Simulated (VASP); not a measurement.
# ZrS (Fm-3m) in VASP: a series of runs

ZrS is run at these levels: PBEsol; tasks: single point.

Program: VASP 6.6.1. These are calculated values, not measurements. Logs are shortened: lines on timing, memory, paths and dates and some standing lists are left out, and cuts for length are marked.

## (1) The cell of the first run

Symmetry: Fm-3m, No. 225, cubic system. The conventional cell has a = 5.250 Å, b = 5.250 Å, c = 5.250 Å, α = 90.00°, β = 90.00°, γ = 90.00°. Zr (site symmetry m-3m) has 6 S at 2.62 Å within 3.5 Å. Within 3.5 Å of S (site symmetry m-3m) lie 6 Zr at 2.62 Å.

## (2) Single point, PBEsol

File INCAR:

```
SYSTEM = ZrS
PREC = Accurate ; ENCUT = 520
EDIFF = 1E-6 ; ISMEAR = 1
SIGMA = 0.1 ; LREAL = .False.
LASPH = .True. ; NELM = 60
ALGO = Normal ; ISIF = 2
LWAVE = .False. ; LCHARG = .False.
GGA = PS ; NBANDS = 16
```

File KPOINTS:

```
regular mesh
0
Gamma
  14 14 14
  0 0 0
```

File POSCAR:

```
ZrS
1.0
    0.0000000000      2.6250000000      2.6250000000
    2.6250000000      0.0000000000      2.6250000000
    2.6250000000      2.6250000000      0.0000000000
Zr S
1 1
Direct
    0.0000000000      0.0000000000      0.0000000000
    0.5000000000      0.5000000000      0.5000000000
```

Potentials or basis: VASP PAW PBE potentials, release 64 (Zr_sv, S).

On the command line:

```console
> cat potpaw_PBE.64/Zr_sv/POTCAR potpaw_PBE.64/S/POTCAR > POTCAR
> mpirun -np 1 vasp_std > vasp.out
```

OUTCAR:

```text
SYSTEM = ZrS
   PREC = Accurate
   ENCUT = 520
   EDIFF = 1E-6
   ISMEAR = 1
   LREAL = .False.
   LASPH = .True.
   NELM = 60
   ISIF = 2
   GGA = PS

 ion  position               nearest neighbor table
   1  0.000  0.000  0.000-   2 2.62   2 2.62   2 2.62   2 2.62   2 2.62   2 2.62
   2  0.500  0.500  0.500-   1 2.62   1 2.62   1 2.62   1 2.62   1 2.62   1 2.62

  LATTYP: Found a face centered cubic cell.
 ALAT       =     5.2500000000

  Lattice vectors:

 A1 = (   0.0000000000,   2.6250000000,   2.6250000000)
 A2 = (   2.6250000000,   0.0000000000,   2.6250000000)
 A3 = (   2.6250000000,   2.6250000000,   0.0000000000)

Analysis of symmetry for initial positions (statically):
=====================================================================
 Subroutine PRICEL returns:
 Original cell was already a primitive cell.

 Routine SETGRP: Setting up the symmetry group for a
 face centered cubic supercell.

 Subroutine GETGRP returns: Found 48 space group operations
 (whereof 48 operations were pure point group operations)
 out of a pool of 48 trial point group operations.

The static configuration has the point symmetry O_h .

Analysis of symmetry for dynamics (positions and initial velocities):
=====================================================================
 Subroutine PRICEL returns:
 Original cell was already a primitive cell.

 Routine SETGRP: Setting up the symmetry group for a
 face centered cubic supercell.

 Subroutine GETGRP returns: Found 48 space group operations
 (whereof 48 operations were pure point group operations)
 out of a pool of 48 trial point group operations.

The dynamic configuration has the point symmetry O_h .

 Subroutine INISYM returns: Found 48 space group operations
 (whereof 48 operations are pure point group operations),
 and found     1 'primitive' translations

----------------------------------------------------------------------------------------

                                     Primitive cell

  volume of cell :      36.1758

  direct lattice vectors                    reciprocal lattice vectors
     0.000000000  2.625000000  2.625000000    -0.190476190  0.190476190  0.190476190
     2.625000000  0.000000000  2.625000000     0.190476190 -0.190476190  0.190476190
     2.625000000  2.625000000  0.000000000     0.190476190  0.190476190 -0.190476190

  length of vectors
     3.712310601  3.712310601  3.712310601     0.329914440  0.329914440  0.329914440

  position of ions in fractional coordinates (direct lattice)
     0.000000000  0.000000000  0.000000000
     0.500000000  0.500000000  0.500000000

  ion indices of the primitive-cell ions
   primitive index   ion index
                 1           1
                 2           2

----------------------------------------------------------------------------------------

 KPOINTS: regular mesh

Automatic generation of k-mesh.
 Grid dimensions read from file:
 generate k-points for:   14   14   14

 Generating k-lattice:

  Cartesian coordinates                     Fractional coordinates (reciprocal lattice)
    -0.013605442  0.013605442  0.013605442     0.071428571  0.000000000  0.000000000
     0.013605442 -0.013605442  0.013605442     0.000000000  0.071428571  0.000000000
     0.013605442  0.013605442 -0.013605442     0.000000000  0.000000000  0.071428571

  Length of vectors
     0.023565317  0.023565317  0.023565317

  Shift w.r.t. Gamma in fractional coordinates (k-lattice)
     0.000000000  0.000000000  0.000000000

 Subroutine IBZKPT returns following result:
 ===========================================

 Found    104 irreducible k-points:

 Following reciprocal coordinates:
            Coordinates               Weight
  0.000000  0.000000  0.000000      1.000000
  0.071429  0.000000  0.000000      8.000000
  0.142857  0.000000  0.000000      8.000000
  0.214286  0.000000  0.000000      8.000000
  0.285714  0.000000  0.000000      8.000000
  0.357143  0.000000  0.000000      8.000000
[... 16 lines left out ...]
  0.214286  0.142857  0.000000     24.000000
  0.285714  0.142857  0.000000     24.000000
 [... further k-points ...]
   k-points           NKPTS =    104   k-points in BZ     NKDIM =    104   number of bands    NBANDS=     16
   number of dos      NEDOS =    301   number of ions     NIONS =      2
   total plane-waves  NPLWV =  21952
   dimension x,y,z NGX =    28 NGY =   28 NGZ =   28
   dimension x,y,z NGXF=    56 NGYF=   56 NGZF=   56
   ions per type =               1   1
   NGX,Y,Z   is equivalent  to a cutoff of  12.54, 12.54, 12.54 a.u.
   NGXF,Y,Z  is equivalent  to a cutoff of  25.08, 25.08, 25.08 a.u.
 SYSTEM =  ZrS
   PREC   = accura    normal or accurate (medium, high low for compatibility)
   ISTART =      0    job   : 0-new  1-cont  2-samecut
   ICHARG =      2    charge: 1-file 2-atom 10-const
   ISPIN  =      1    spin polarized calculation?
   LNONCOLLINEAR =      F non collinear calculations
   LSORBIT =      F    spin-orbit coupling
   LASPH  =      T    aspherical Exc in radial PAW
   ENCUT  =  520.0 eV  38.22 Ry    6.18 a.u.   6.90  6.90  6.90*2*pi/ulx,y,z
   NELM   =     60;   NELMIN=  2; NELMDL= -5     # of ELM steps
   EDIFF  = 0.1E-05   stopping-criterion for ELM
   LREAL  =      F    real-space projection
   EDIFFG = 0.1E-04   stopping-criterion for IOM
   NSW    =      0    number of steps for IOM
   IBRION =     -1    ionic relax: 0-MD 1-quasi-New 2-CG
   NFREE  =      0    steps in history (QN), initial steepest desc. (CG)
   ISIF   =      2    stress and relaxation
   ISYM   =      2    0-nonsym 1-usesym 2-fastsym
   POTIM  = 0.5000    time-step for ionic-motion
   TEBEG  =    0.0;   TEEND  =   0.0 temperature during run
   PSTRESS=    0.0 pullay stress
   NELECT =      18.0000    total number of electrons
   NUPDOWN=      -1.0000    fix difference up-down
   EMIN   =  10.00;   EMAX   =-10.00  energy-range for DOS
   EFERMI =   0.00;   METHOD = LEGACY
   ISMEAR =     1;   SIGMA  =   0.10  broadening in eV -4-tet -1-fermi 0-gaus
   EFERMI_NEDOS =   21; number of points for ismear=-14 and -15
   IALGO  =     38    algorithm
   IMIX   =      4    mixing-type and parameters
     AMIX     =   0.40;   BMIX     =  1.00
     AMIX_MAG =   1.60;   BMIX_MAG =  1.00
  volume/ion in A,a.u.               =      18.09       122.06
  Fermi-wavevector in a.u.,A,eV,Ry     =   1.297258  2.451462 22.896950  1.682878
  Thomas-Fermi vector in A             =   2.428662
   LORBIT       =      0    0 simple, 1 ext, 2 COOP (PROOUT), +10 PAW based schemes
   GGA     = PS    functional components
   LHFCALC =     F    Hartree Fock is set to
   AEXX    =    0.0000 exact exchange contribution
   IVDW    =     0    specifies the selected vdW correction
   LEPSILON=     F    determine dielectric tensor
   LRPA    =     F    only Hartree local field effects (RPA)
 non-spin polarized calculation
 Methfessel and Paxton  Order N= 1 SIGMA  =   0.10
  energy-cutoff  :      520.00
  volume of cell :       36.18
 maximum number of plane-waves:       990
   NGX = 13   NGY = 13   NGZ = 13

 number of electron      18.0000000 magnetization

 Free energy of the ion-electron system (eV)
  ---------------------------------------------------
  ext. energy  EPLUGINS =         0.00000000
  ---------------------------------------------------
  free energy    TOTEN  =       -16.47594851 eV

  energy without entropy =      -16.47511214  energy(sigma->0) =      -16.47566972

 E-fermi :  10.6152     XC(G=0): -11.4605

 val. band max:       10.6103215264   @ k =   0.2857   0.2143   0.0714
 cond. band min:      10.6199238828   @ k =  -0.2857   0.0714   0.0000
 fundamental gap:      0.0096023565
 Fermi energy:        10.6151689355

 k-point     1 :       0.0000    0.0000    0.0000
  band No.  band energies     occupation
      1     -39.2837      2.00000
      2     -17.2791      2.00000
      3     -17.2791      2.00000
      4     -17.2791      2.00000
      5      -5.2126      2.00000
      6       7.0924      2.00000
[... 8 lines left out ...]
     15      17.7251      0.00000
     16      22.9594      0.00000

 k-point     2 :       0.0714    0.0000    0.0000
  band No.  band energies     occupation
      1     -39.2824      2.00000
      2     -17.2972      2.00000
      3     -17.2807      2.00000
      4     -17.2807      2.00000
      5      -5.1475      2.00000
      6       6.6879      2.00000
[... 8 lines left out ...]
     15      17.9438      0.00000
     16      22.4836      0.00000

 k-point     3 :       0.1429    0.0000    0.0000
  band No.  band energies     occupation
      1     -39.2788      2.00000
      2     -17.3475      2.00000
      3     -17.2850      2.00000
      4     -17.2850      2.00000
      5      -4.9606      2.00000
      6       5.8254      2.00000
[... 8 lines left out ...]
     15      18.4665      0.00000
     16      21.5848      0.00000

 k-point     4 :       0.2143    0.0000    0.0000
  band No.  band energies     occupation
      1     -39.2736      2.00000
      2     -17.4187      2.00000
      3     -17.2913      2.00000
      4     -17.2913      2.00000
      5      -4.6771      2.00000
      6       4.8695      2.00000
[... 8 lines left out ...]
     15      18.7060      0.00000
     16      20.7413      0.00000
[... 324 lines left out ...]
 k-point    22 :       0.1429    0.1429    0.0000
  band No.  band energies     occupation
      1     -39.2772      2.00000
      2     -17.3426      2.00000
      3     -17.2997      2.00000
      4     -17.2997      2.00000
      5      -4.9048      2.00000
      6       5.1816      2.00000
[... 8 lines left out ...]
     15      18.7962      0.00000
     16      21.1469      0.00000

 k-point    23 :       0.2143    0.1429    0.0000
  band No.  band energies     occupation
      1     -39.2733      2.00000
      2     -17.3873      2.00000
      3     -17.3094      2.00000
      4     -17.3059      2.00000
      5      -4.7279      2.00000
      6       4.6435      2.00000
[... 8 lines left out ...]
     15      19.1971      0.00000
     16      20.3208      0.00000

 k-point    24 :       0.2857    0.1429    0.0000
  band No.  band energies     occupation
      1     -39.2682      2.00000
      2     -17.4497      2.00000
      3     -17.3183      2.00000
      4     -17.3125      2.00000
      5      -4.4832      2.00000
      6       4.1327      2.00000
[... 8 lines left out ...]
     15      18.7160      0.00000
     16      19.5761      0.00000

 [... further k-points ...]
[... 5 lines left out ...]
  --------------------------------------------------------------------------------------
  -------------------------------------------------------------------------------------
  Total       -1.4129487     -1.4129487     -1.4129487     -0.0000000     -0.0000000     -0.0000000
  in kB      -62.5776216    -62.5776216    -62.5776216     -0.0000000     -0.0000000     -0.0000000
  external PRESSURE =     -62.5776216 kB  Pullay stress =       0.0000000 kB

 VOLUME and BASIS-vectors are now :
 -----------------------------------------------------------------------------
  energy-cutoff  :      520.00
  volume of cell :       36.18
      direct lattice vectors                 reciprocal lattice vectors
     0.000000000  2.625000000  2.625000000    -0.190476190  0.190476190  0.190476190
     2.625000000  0.000000000  2.625000000     0.190476190 -0.190476190  0.190476190
     2.625000000  2.625000000  0.000000000     0.190476190  0.190476190 -0.190476190

 POSITION                                       TOTAL-FORCE (eV/Angst)
 -----------------------------------------------------------------------------------
      0.00000      0.00000      0.00000         0.000000      0.000000      0.000000
      2.62500      2.62500      2.62500        -0.000000     -0.000000     -0.000000
 -----------------------------------------------------------------------------------
    total drift:                                0.000000      0.000000      0.000000

  FREE ENERGIE OF THE ION-ELECTRON SYSTEM (eV)
  ---------------------------------------------------
  free  energy   TOTEN  =       -16.4759485128 eV

  energy  without entropy=      -16.4751121431  energy(sigma->0) =      -16.47566972
```

Wall time 25 s (1 thread of Intel Xeon 6975P-C (Granite Rapids), shared host); peak memory 0.19 GiB.

What came out:

| Property | Result |
| --- | --- |
| Free energy | -16.4759 eV |
| Pressure | -6.3 GPa |
| Band gap on the k mesh | zero (band 9 reaches 12.07 eV, above the bottom of band 10 at 9.24 eV) |

Caveat: the PAW data sets were made with another functional, which shifts forces and pressure a little.

(Continued in part 2 of 2.)
